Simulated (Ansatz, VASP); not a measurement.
# Two plane-wave programs on Mg3CdSe4

```
CELL_PARAMETERS angstrom
0.00241 -0.00060 -6.94333
0.00001 -7.40516 -0.00069
-8.57975 0.00035 0.00277
ATOMIC_POSITIONS crystal
Mg 0.00162 0.66623 0.74971
Mg 0.00156 0.66509 0.24974
Mg 0.50150 0.83161 0.00112
Mg 0.00089 0.16798 0.49868
Mg 0.50187 0.33424 0.24999
Mg 0.50126 0.33451 0.75068
Cd 0.49948 0.83539 0.50165
Cd 0.00045 0.16514 0.99833
Se 0.11301 0.83386 0.49961
Se 0.12754 0.82329 0.99990
Se 0.62759 0.66394 0.75660
Se 0.62757 0.66407 0.24609
Se 0.12739 0.33686 0.74336
Se 0.12795 0.33557 0.25399
Se 0.61326 0.16560 0.00003
Se 0.62704 0.17662 0.50053
```

Change from the starting cell: cell x1, atoms moved at random (sigma 0.15 Å) and cell strained at random (1.5 %), then relaxed without symmetry.

Alike in both runs: functional PBE; k mesh 2 × 2 × 2; occupations gaussian, width 0.1 eV; no spin polarisation.

Ansatz relaxed the structure, and its values are those at the end. VASP's run is a single point on that final structure, the one shown.

|  | VASP | Ansatz |
| --- | --- | --- |
| version | VASP 6.6.1 | Ansatz 0.2.0 |
| potentials or method | VASP PAW PBE potentials, release 64 (Mg, Cd, Se), cutoff 520 eV | scalar-relativistic, plane waves, PAW |
| valence electrons in the cell | 84 | 228 |

VASP gave:

```
gap on the k mesh at the Fermi level (eV) : 2.02
least direct gap on the mesh (eV)         : 2.02
pressure (GPa)                            : 0.1
rms of the force components (eV/Å)        : 0.014
```

Task: What did Ansatz give for the same quantities?

Result: gap on the k mesh at the Fermi level (eV): 2.03; least direct gap on the mesh (eV): 2.03; pressure (GPa): 0.1; rms of the force components (eV/Å): 0.009.

VASP's potentials hold 84 valence electrons a cell and Ansatz's 228, so a difference there can come from the potentials and not from the codes.

The k mesh is coarse, so the values compare programs but aren't converged.
